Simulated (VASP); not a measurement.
# SiRu6 in VASP: further runs

The runs below take SiRu6 through single point, with PBE.

Program: VASP 6.6.1. These are calculated values, not measurements. Logs are shortened: lines on timing, memory, paths and dates and some standing lists are left out, and cuts for length are marked.

### Step 1. The cell of the first run

The cell holds a slab with vacuum, 7 atoms: a = 2.720 Å, b = 4.297 Å, c = 20.838 Å, α = 90.00°, β = 90.00°, γ = 90.00°.

### Step 2. Single point, PBE

INCAR reads:

```
PREC = Accurate
ENCUT = 520
EDIFF = 1E-6
ISMEAR = 0
SIGMA = 0.1
LREAL = F
LASPH = T
NELM = 60
ALGO = Normal
ISIF = 2
LWAVE = F
LCHARG = F
LDIPOL = T
IDIPOL = 3
DIPOL = 0.5 0.5 0.354
GGA = PE
NBANDS = 53
```

KPOINTS reads:

```
Automatic mesh
0
Gamma
  10 6 1
```

POSCAR reads:

```
SiRu6
1.0
    2.7197977462      0.0000000000      0.0000000000
    0.0000000000      4.2966597640      0.0000000000
    0.0000000000      0.0000000000     20.8383397414
Ru Si
6 1
Direct
    0.0000000000      0.7500000000      0.1919538720
    0.5000000000      0.2500000000      0.2296314409
    0.5000000000      0.7500000000      0.3049865786
    0.0000000000      0.2500000000      0.3407382302
    0.0000000000      0.7500000000      0.4168575075
    0.5000000000      0.2500000000      0.4481326179
    0.8333333333      0.2500000000      0.5478190933
```

Potentials or basis: VASP PAW PBE potentials, release 64 (Ru_pv, Si).

Command:

```console
$ cat potpaw_PBE.64/Ru_pv/POTCAR potpaw_PBE.64/Si/POTCAR > POTCAR
$ mpirun -np 1 vasp_std > vasp.out
```

OUTCAR:

```text
PREC = Accurate
   ENCUT = 520
   EDIFF = 1E-6
   ISMEAR = 0
   LREAL = F
   LASPH = T
   NELM = 60
   ISIF = 2
   GGA = PE

 ion  position               nearest neighbor table
   1  0.000  0.750  0.192-   2 2.66   2 2.66   2 2.66   2 2.66   3 2.72   3 2.72
   2  0.500  0.250  0.230-   3 2.66   3 2.66   1 2.66   1 2.66   1 2.66   1 2.66   4 2.69   4 2.69

   3  0.500  0.750  0.305-   4 2.65   4 2.65   4 2.65   4 2.65   2 2.66   2 2.66   5 2.70   5 2.70
                             1 2.72   1 2.72
   4  0.000  0.250  0.341-   6 2.62   6 2.62   3 2.65   3 2.65   3 2.65   3 2.65   5 2.67   5 2.67
                             2 2.69   2 2.69
   5  0.000  0.750  0.417-   6 2.62   6 2.62   6 2.62   6 2.62   4 2.67   4 2.67   3 2.70   3 2.70

   6  0.500  0.250  0.448-   7 2.27   4 2.62   4 2.62   5 2.62   5 2.62   5 2.62   5 2.62   7 2.76

   7  0.833  0.250  0.548-   6 2.27   6 2.76

  LATTYP: Found a simple orthorhombic cell.
 ALAT       =     2.7197977462
 B/A-ratio  =     1.5797717937
 C/A-ratio  =     7.6617240273

  Lattice vectors:

 A1 = (   2.7197977462,   0.0000000000,   0.0000000000)
 A2 = (   0.0000000000,   4.2966597640,   0.0000000000)
 A3 = (   0.0000000000,   0.0000000000,  20.8383397414)

Analysis of symmetry for initial positions (statically):
=====================================================================
 Subroutine PRICEL returns:
 Original cell was already a primitive cell.

 Routine SETGRP: Setting up the symmetry group for a
 simple orthorhombic supercell.

 Subroutine GETGRP returns: Found  2 space group operations
 (whereof  1 operations were pure point group operations)
 out of a pool of  8 trial point group operations.

The static configuration has the point symmetry C_1 .
 The point group associated with its full space group is C_1h.

Analysis of symmetry for dynamics (positions and initial velocities):
=====================================================================
 Subroutine PRICEL returns:
 Original cell was already a primitive cell.

 Routine SETGRP: Setting up the symmetry group for a
 simple orthorhombic supercell.

 Subroutine GETGRP returns: Found  2 space group operations
 (whereof  1 operations were pure point group operations)
 out of a pool of  8 trial point group operations.

The dynamic configuration has the point symmetry C_1 .
 The point group associated with its full space group is C_1h.

 Subroutine INISYM returns: Found  2 space group operations
 (whereof  1 operations are pure point group operations),
 and found     1 'primitive' translations

----------------------------------------------------------------------------------------
[... 116 lines left out ...]
   EFERMI =   0.00;   METHOD = LEGACY
   ISMEAR =     0;   SIGMA  =   0.10  broadening in eV -4-tet -1-fermi 0-gaus
   EFERMI_NEDOS =   21; number of points for ismear=-14 and -15
   IALGO  =     38    algorithm
   IMIX   =      4    mixing-type and parameters
     AMIX     =   0.40;   BMIX     =  1.00
     AMIX_MAG =   1.60;   BMIX_MAG =  1.00
  volume/ion in A,a.u.               =      34.79       234.76
  Fermi-wavevector in a.u.,A,eV,Ry     =   1.166072  2.203557 18.500178  1.359725
  Thomas-Fermi vector in A             =   2.302590
   LORBIT       =      0    0 simple, 1 ext, 2 COOP (PROOUT), +10 PAW based schemes
   GGA     = PE    functional components
   LHFCALC =     F    Hartree Fock is set to
   AEXX    =    0.0000 exact exchange contribution
   IVDW    =     0    specifies the selected vdW correction
   LEPSILON=     F    determine dielectric tensor
   LRPA    =     F    only Hartree local field effects (RPA)
 non-spin polarized calculation
 Gauss-broadening in eV      SIGMA  =   0.10
  energy-cutoff  :      520.00
  volume of cell :      243.52
 maximum number of plane-waves:      6614
   NGX = 11   NGY = 15   NGZ = 77

 dipolmoment           0.000000      0.000000     -0.001395 electrons x Angstroem

 number of electron      88.0000041 magnetization

 dipolmoment           0.000000      0.000000      0.014685 electrons x Angstroem

 Free energy of the ion-electron system (eV)
  ---------------------------------------------------
  ext. energy  EPLUGINS =         0.00000000
  ---------------------------------------------------
  free energy    TOTEN  =       -56.69197259 eV

  energy without entropy =      -56.65703280  energy(sigma->0) =      -56.67450270

 E-fermi :   1.9878     XC(G=0):  -6.5194

 val. band max:        1.9587071237   @ k =   0.1000   0.5000   0.0000
 cond. band min:       1.9957104388   @ k =   0.5000   0.5000   0.0000
 fundamental gap:      0.0370033151
 Fermi energy:         1.9877529674

 k-point     1 :       0.0000    0.0000    0.0000
  band No.  band energies     occupation
      1     -41.6020      2.00000
      2     -41.3606      2.00000
      3     -41.2931      2.00000
      4     -41.2177      2.00000
      5     -41.1434      2.00000
      6     -40.9818      2.00000
[... 1333 lines left out ...]
     52       4.4842      0.00000
     53       5.2360      0.00000

------------------------ aborting loop because EDIFF is reached ----------------------------------------

 vacuum level on the upper side and lower side of the slab       (xc-potential included)        -0.061        -0.213

  FORCE on cell =-STRESS in cart. coord.  units (eV):
  Direction    XX          YY          ZZ          XY          YZ          ZX
  --------------------------------------------------------------------------------------
  -------------------------------------------------------------------------------------
  Total       -3.8302912     -1.7792735      0.0256214      0.0000000      0.0000000      1.6439873
  in kB      -25.2006468    -11.7063795      0.1685706      0.0000000      0.0000000     10.8162908
  external PRESSURE =     -12.2461519 kB  Pullay stress =       0.0000000 kB

 VOLUME and BASIS-vectors are now :
 -----------------------------------------------------------------------------
  energy-cutoff  :      520.00
  volume of cell :      243.52
      direct lattice vectors                 reciprocal lattice vectors
     2.719797746  0.000000000  0.000000000     0.367674398  0.000000000  0.000000000
     0.000000000  4.296659764  0.000000000     0.000000000  0.232738931  0.000000000
     0.000000000  0.000000000 20.838339741     0.000000000  0.000000000  0.047988468

 POSITION                                       TOTAL-FORCE (eV/Angst)
 -----------------------------------------------------------------------------------
      0.00000      3.22249      4.00000         0.032333      0.000000      0.878665
      1.35990      1.07416      4.78514         0.003825      0.000000     -0.475137
      1.35990      3.22249      6.35541        -0.035612      0.000000     -0.003845
      0.00000      1.07416      7.10042        -0.225447      0.000000     -1.058268
      0.00000      3.22249      8.68662         0.003681      0.000000     -0.333905
      1.35990      1.07416      9.33834        -0.368918      0.000000      0.976305
      2.26650      1.07416     11.41564         0.590138      0.000000      0.016185
 -----------------------------------------------------------------------------------
    total drift:                                0.000059      0.000000      0.000374

  FREE ENERGIE OF THE ION-ELECTRON SYSTEM (eV)
  ---------------------------------------------------
  free  energy   TOTEN  =       -56.6919725949 eV

  energy  without entropy=      -56.6570327982  energy(sigma->0) =      -56.67450270

 vacuum level on the upper side and lower side of the slab         6.857         6.684
```

stdout:

```text
POSCAR found type information on POSCAR RuSi
 POSCAR found :  2 types and       7 ions
 scaLAPACK will be used
 LDA part: xc-table for (Slater+PW92), standard interpolation
 POSCAR, INCAR and KPOINTS ok, starting setup
 FFT: planning ... GRIDC
 FFT: planning ... GRID_SOFT
 FFT: planning ... GRID
 WAVECAR not read
 entering main loop
```

Run time: 8.8 min. Hardware: 1 thread of Intel Xeon Platinum 8375C at 2.90GHz (Ice Lake), shared host; peak memory 0.44 GiB.

Results:

```yaml
Free_energy: -56.6920 eV
Largest_force: 1.082 eV/Å
Band_gap_on_the_k_mesh: zero (band 44 reaches 2.59 eV, above the bottom of band 45 at 1.39 eV)
```

Forces in eV/Å, atoms in the order of the input:
```
Ru   0.032  0.000  0.879
Ru   0.004  0.000 -0.475
Ru  -0.036  0.000 -0.004
Ru  -0.225  0.000 -1.058
Ru   0.004  0.000 -0.334
Ru  -0.369  0.000  0.976
Si   0.590  0.000  0.016
```

Levels at points of the mesh, in eV from the Fermi level:
```csv
k point,band 42,band 43,band 44,band 45,band 46,band 47
"(0.00, 0.00, 0.00)",-1.30,-1.18,-0.65,-0.60,-0.42,-0.06
"(0.50, 0.00, 0.00)",0.05,0.13,0.15,0.92,1.27,1.36
"(0.00, 0.50, 0.00)",-0.94,-0.75,-0.13,0.20,0.37,0.46
"(0.50, 0.50, 0.00)",0.01,0.24,0.60,1.02,1.05,1.35
```

### Step 3. Single point, PBE

INCAR reads:

```
ALGO     = Normal         # electronic algorithm
DIPOL    = 0.5 0.5 0.351
EDIFF    = 1E-6           # SCF threshold, eV
ENCUT    = 520            # plane-wave cutoff, eV
GGA      = PE             # functional
IDIPOL   = 3            
ISIF     = 2              # what is computed and relaxed
ISMEAR   = 0              # smearing method
LASPH    = T              # aspherical terms in the spheres
LCHARG   = T              # write CHGCAR
LDIPOL   = T            
LELF     = T              # ELF
LREAL    = F              # projectors in reciprocal space
LVACPOTAV= T            
LVHAR    = T            
LWAVE    = F              # write WAVECAR
NBANDS   = 53             # bands
NELM     = 60             # most SCF steps
PREC     = Accurate       # precision mode
SIGMA    = 0.1            # smearing width, eV
```

KPOINTS reads:

```
k-points
0
Gamma
  10 6 1
```

POSCAR, as its differences from that of step 2:

```diff
@@ -14,2 +14,2 @@
     0.5000000000      0.2500000000      0.4481326179
-    0.8333333333      0.2500000000      0.5478190933
+    0.5000000000      0.6500000000      0.5214759856
```

Potentials or basis: VASP PAW PBE potentials, release 64 (Ru_pv, Si).

Command:

```console
$ cat potpaw_PBE.64/Ru_pv/POTCAR potpaw_PBE.64/Si/POTCAR > POTCAR
$ mpirun -np 1 vasp_std > vasp.out
```

It took 8.6 min on 1 thread of Intel Xeon Platinum 8375C at 2.90GHz (Ice Lake), shared host; peak memory 0.44 GiB.

Results (log left out):

| Item | Value |
| --- | --- |
| Free energy | -57.4757 eV |
| Largest force | 1.398 eV/Å |
| Band gap on the k mesh | zero (band 44 reaches 2.83 eV, above the bottom of band 45 at 1.35 eV) |

Forces in eV/Å, atoms in the order of the input:
```
Ru   0.000  0.025  0.875
Ru   0.000 -0.047 -0.503
Ru   0.000 -0.058 -0.623
Ru   0.000  0.150 -0.189
Ru   0.000  0.016 -0.062
Ru   0.000 -1.309  0.489
Si   0.000  1.224  0.013
```

Levels at points of the mesh, in eV from the Fermi level:
| k point | band 40 | band 41 | band 42 | band 43 | band 44 | band 45 | band 46 | band 47 | band 48 | band 49 |
| --- | --- | --- | --- | --- | --- | --- | --- | --- | --- | --- |
| (0.00, 0.00, 0.00) | -1.55 | -1.50 | -1.22 | -0.95 | -0.83 | -0.62 | -0.11 | 0.15 | 1.00 | 1.12 |
| (0.50, 0.00, 0.00) | -0.79 | -0.78 | 0.07 | 0.12 | 0.71 | 1.09 | 1.16 | 1.30 | 1.40 | 1.68 |
| (0.00, 0.50, 0.00) | -1.17 | -1.16 | -0.91 | -0.75 | -0.16 | 0.17 | 0.28 | 0.44 | 0.57 | 0.67 |
| (0.50, 0.50, 0.00) | -0.87 | -0.05 | -0.03 | 0.23 | 0.64 | 0.87 | 1.09 | 1.19 | 1.37 | 1.62 |
